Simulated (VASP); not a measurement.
# V in VASP: a series of runs, part 2 of 2

VASP 6.6.1. Earlier steps stand in the parts before.

**3. Relaxation of cell and atoms, PBE**

This run uses another cell than the first one, of 13.49 Å³/atom, 1.002 times its volume.

The input, INCAR:

```
ALGO     = Fast           # electronic algorithm
EDIFF    = 1E-6           # SCF threshold, eV
EDIFFG   = -0.01          # ionic threshold
ENCUT    = 600            # plane-wave cutoff, eV
GGA      = PE             # functional
IBRION   = 2              # ionic algorithm
ISIF     = 3              # what is computed and relaxed
ISMEAR   = 0              # smearing method
LASPH    = True           # aspherical terms in the spheres
LCHARG   = False          # write CHGCAR
LREAL    = False          # projectors in reciprocal space
LWAVE    = False          # write WAVECAR
NELM     = 80             # most SCF steps
NSW      = 100            # ionic steps
PREC     = Accurate       # precision mode
SIGMA    = 0.1            # smearing width, eV
```

The input, KPOINTS:

```
k-points
0
Gamma
  26 26 26
```

The input, POSCAR:

```
V
1.0
   -1.4882562302      1.4882562302      1.5228459849
    1.4882562302     -1.4882562302      1.5228459849
    1.4882562302      1.4882562302     -1.5228459849
V
1
Direct
    0.5000000000      0.5000000000      0.0000000000
```

Potentials or basis: VASP PAW PBE potentials, release 64 (V_sv).

Command:

```console
$ cat potpaw_PBE.64/V_sv/POTCAR > POTCAR
$ mpirun -np 1 vasp_std > vasp.out
```

OUTCAR:

```text
EDIFF = 1E-6
   EDIFFG = -0.01
   ENCUT = 600
   GGA = PE
   IBRION = 2
   ISIF = 3
   ISMEAR = 0
   LASPH = True
   LREAL = False
   NELM = 80
   NSW = 100
   PREC = Accurate

 ion  position               nearest neighbor table
   1  0.500  0.500  0.000-

  LATTYP: Found a body centered tetragonal cell.
 ALAT       =     2.9765124604
 C/A-ratio  =     1.0232418007

  Lattice vectors:

 A1 = (  -1.4882562302,   1.4882562302,   1.5228459849)
 A2 = (   1.4882562302,  -1.4882562302,   1.5228459849)
 A3 = (   1.4882562302,   1.4882562302,  -1.5228459849)

Analysis of symmetry for initial positions (statically):
=====================================================================
 Subroutine PRICEL returns:
 Original cell was already a primitive cell.

 Routine SETGRP: Setting up the symmetry group for a
 body centered tetragonal supercell.

 Subroutine GETGRP returns: Found 16 space group operations
 (whereof 16 operations were pure point group operations)
 out of a pool of 16 trial point group operations.

The static configuration has the point symmetry D_4h.

Analysis of symmetry for dynamics (positions and initial velocities):
=====================================================================
 Subroutine PRICEL returns:
 Original cell was already a primitive cell.

 Routine SETGRP: Setting up the symmetry group for a
 body centered tetragonal supercell.

 Subroutine GETGRP returns: Found 16 space group operations
 (whereof 16 operations were pure point group operations)
 out of a pool of 16 trial point group operations.

The dynamic configuration has the point symmetry D_4h.

 Subroutine INISYM returns: Found 16 space group operations
 (whereof 16 operations are pure point group operations),
 and found     1 'primitive' translations

----------------------------------------------------------------------------------------

[... 131 lines left out ...]
--------------------------------------- Ionic step        1  -------------------------------------------

 number of electron      13.0000000 magnetization

 Free energy of the ion-electron system (eV)
  ---------------------------------------------------
  ext. energy  EPLUGINS =         0.00000000
  ---------------------------------------------------
  free energy    TOTEN  =        -8.99428016 eV

  energy without entropy =       -8.98535292  energy(sigma->0) =       -8.98981654

------------------------ aborting loop because EDIFF is reached ----------------------------------------

  FORCE on cell =-STRESS in cart. coord.  units (eV):
  Direction    XX          YY          ZZ          XY          YZ          ZX
  --------------------------------------------------------------------------------------
  -------------------------------------------------------------------------------------
  Total        0.0671608      0.0671608     -0.1858361      0.0000000     -0.0000000      0.0000000
  in kB        7.9754484      7.9754484    -22.0683162      0.0000000     -0.0000000      0.0000000
  external PRESSURE =      -2.0391398 kB  Pullay stress =       0.0000000 kB
[... 197 lines left out ...]
--------------------------------------- Ionic step        7  -------------------------------------------

 number of electron      12.9999999 magnetization

 Free energy of the ion-electron system (eV)
  ---------------------------------------------------
  ext. energy  EPLUGINS =         0.00000000
  ---------------------------------------------------
  free energy    TOTEN  =        -8.99624252 eV

  energy without entropy =       -8.98740832  energy(sigma->0) =       -8.99182542

 E-fermi :   9.6977     XC(G=0): -12.9009

 val. band max:        9.6964722698   @ k =  -0.3462   0.3846   0.1538
 cond. band min:       9.6981380826   @ k =  -0.1538  -0.3077   0.1538
 fundamental gap:      0.0016658128
 Fermi energy:         9.6976918840

 k-point     1 :       0.0000    0.0000    0.0000
  band No.  band energies     occupation
      1     -54.0251      2.00000
      2     -27.3266      2.00000
      3     -27.3266      2.00000
      4     -27.3266      2.00000
      5       3.1134      2.00000
      6      10.1072      0.00000
      7      10.1086      0.00000
      8      10.1086      0.00000
      9      12.1149      0.00000
     10      12.1166      0.00000
[... 287 lines left out ...]
 k-point    24 :       0.3846    0.0385    0.0000
  band No.  band energies     occupation
      1     -53.8448      2.00000
      2     -28.1441      2.00000
      3     -27.5856      2.00000
      4     -27.3382      2.00000
      5       6.5209      2.00000
      6       8.6950      2.00000
      7      10.4535      0.00000
      8      12.0737      0.00000
      9      12.4631      0.00000
     10      13.4595      0.00000

 [... further k-points ...]

------------------------ aborting loop because EDIFF is reached ----------------------------------------

  FORCE on cell =-STRESS in cart. coord.  units (eV):
  Direction    XX          YY          ZZ          XY          YZ          ZX
  --------------------------------------------------------------------------------------
  -------------------------------------------------------------------------------------
  Total       -0.0056601     -0.0056601     -0.0077783      0.0000000     -0.0000000      0.0000000
  in kB       -0.6727712     -0.6727712     -0.9245384      0.0000000     -0.0000000      0.0000000
  external PRESSURE =      -0.7566936 kB  Pullay stress =       0.0000000 kB
[... 16 lines left out ...]
  FREE ENERGIE OF THE ION-ELECTRON SYSTEM (eV)
  ---------------------------------------------------
  free  energy   TOTEN  =        -8.9962425188 eV

  energy  without entropy=       -8.9874083180  energy(sigma->0) =       -8.99182542

 reached required accuracy - stopping structural energy minimisation
```

It took 8.2 min on 1 thread of Intel Xeon Platinum 8375C at 2.90GHz (Ice Lake), shared host; peak memory 0.37 GiB.

Results:

* Free energy: -8.9962 eV
* Relaxed volume: 13.48 Å³/atom
* Relaxed cell: a = 2.597 Å, b = 2.597 Å, c = 2.597 Å, α = 109.47°, β = 109.47°, γ = 109.48°
* Space group after relaxing (to 0.05 Å): Im-3m (No. 229)
* Energy gained by relaxing: 2.0 meV/atom
* Ionic steps: 7
* Pressure after relaxing: -0.1 GPa

The path:
| step | energy change (eV) | largest force (eV/Å) | pressure (GPa) | volume (Å³) |
| --- | --- | --- | --- | --- |
| 1 | 0.0000 | 0.0000 | -0.20 | 13.49 |
| 2 | -0.0015 | 0.0000 | 0.27 | 13.46 |
| 3 | -0.0019 | 0.0000 | 0.54 | 13.43 |
| 4 | -0.0019 | 0.0000 | 0.64 | 13.43 |
| 5 | -0.0017 | 0.0000 | -0.76 | 13.54 |
| 6 | -0.0020 | 0.0000 | 0.14 | 13.47 |
| 7 | -0.0020 | 0.0000 | -0.08 | 13.48 |

Final structure:
```
V
1.0
    -1.49932    1.49932    1.49906
     1.49932   -1.49932    1.49906
     1.49932    1.49932   -1.49906
V
1
Direct
  0.50000 0.50000 0.00000
```

**4. Single point, PBE**

This run uses another cell than the first one: it holds 4 atoms, not 1.

The input, INCAR:

```
SYSTEM = V
ALGO = Normal ; EDIFF = 1E-6
ENCUT = 500 ; GGA = PE
GGA_COMPAT = .FALSE. ; ISIF = 2
ISMEAR = 0 ; LASPH = .TRUE.
LCHARG = .TRUE. ; LELF = .TRUE.
LREAL = .FALSE. ; LVHAR = .TRUE.
LWAVE = .FALSE. ; NBANDS = 34
NELM = 120 ; PREC = Accurate
SIGMA = 0.1
```

The input, KPOINTS:

```
k-points
0
G
  6 6 4
  0 0 0
```

The input, POSCAR:

```
V
1.0
    2.0999210028     -1.5238570320      0.1767522114
    2.0999210028      1.5238570320      0.1767522114
   -0.7145283970      0.0000000000      8.3740321514
V
4
Direct
    0.7500819827      0.7488655492      0.1249511321
    0.2511344508      0.2499180173      0.3750488679
    0.2499180173      0.2511344508      0.8750488679
    0.7488655492      0.7500819827      0.6249511321
```

Command:

```console
$ cat potpaw_PBE.64/V_sv/POTCAR > POTCAR
$ mpirun -np 1 vasp_std > vasp.out
```

Wall time 27 s (1 thread of Intel Xeon 6975P-C (Granite Rapids), shared host); peak memory 0.19 GiB.

The run converged. Its results:

```yaml
Free_energy: -35.8906 eV
Pressure: 0.1 GPa
Largest_force: 0.014 eV/Å
Band_gap_on_the_k_mesh: zero (band 26 reaches 10.73 eV, above the bottom of band 27 at 9.32 eV)
```

Forces in eV/Å, atoms in the order of the input:
```
V    0.013  0.004  0.004
V   -0.013  0.004 -0.004
V   -0.013 -0.004 -0.004
V    0.013 -0.004  0.004
```

Stress tensor (GPa, compression positive):
```
-0.11  0.00 -0.02
 0.00 -0.03  0.00
-0.02  0.00  0.35
```

Levels at points of the mesh, in eV from the Fermi level:
```csv
k point,band 22,band 23,band 24,band 25,band 26,band 27,band 28,band 29,band 30,band 31
"(0.00, 0.00, 0.00)",-0.52,-0.51,0.05,0.05,0.33,0.37,0.53,1.79,1.98,1.98
"(0.50, 0.00, 0.00)",-1.12,-1.05,-1.04,-0.51,-0.49,1.56,1.57,2.20,2.23,2.31
"(0.50, 0.50, 0.00)",-1.55,-1.54,-1.28,0.64,0.65,1.60,1.61,1.74,2.56,2.84
"(0.00, 0.00, 0.50)",-1.06,0.09,0.09,0.44,0.44,0.61,0.61,0.78,0.78,2.27
"(0.50, 0.00, 0.50)",-0.97,-0.96,-0.96,0.35,0.35,0.36,0.37,2.25,2.26,2.27
"(0.50, 0.50, 0.50)",-2.59,-0.77,-0.77,0.09,0.09,1.99,1.99,2.56,2.56,2.82
```

Caveat: the k points lie up to 0.42 Å⁻¹ apart.

**5. Summary**

```tsv
task	cell	k mesh	cutoff (eV)	gap on the mesh (eV)	pressure (GPa)
single point	a = 2.595 Å, angles 109.5°, 1 atom	26 × 26 × 26	520	none	0.4
relaxation of cell and atoms	relaxed from a = 2.598 Å, angles 110.1, 110.1, 108.2°, 1 atom	26 × 26 × 26	600	none	-0.1
single point	a = 2.601, b = 2.601, c = 8.404 Å, angles 90.1, 90.1, 71.7°, 4 atoms	6 × 6 × 4	500	none	0.1
```

Alike in all rows: level PBE; potentials or basis VASP PAW PBE potentials, release 64 (V_sv); no spin polarisation; smearing gaussian 0.1 eV.

Caveats: some runs use coarse meshes.

Total energies depend on the potentials used, so only differences within one code and one set of settings carry meaning.
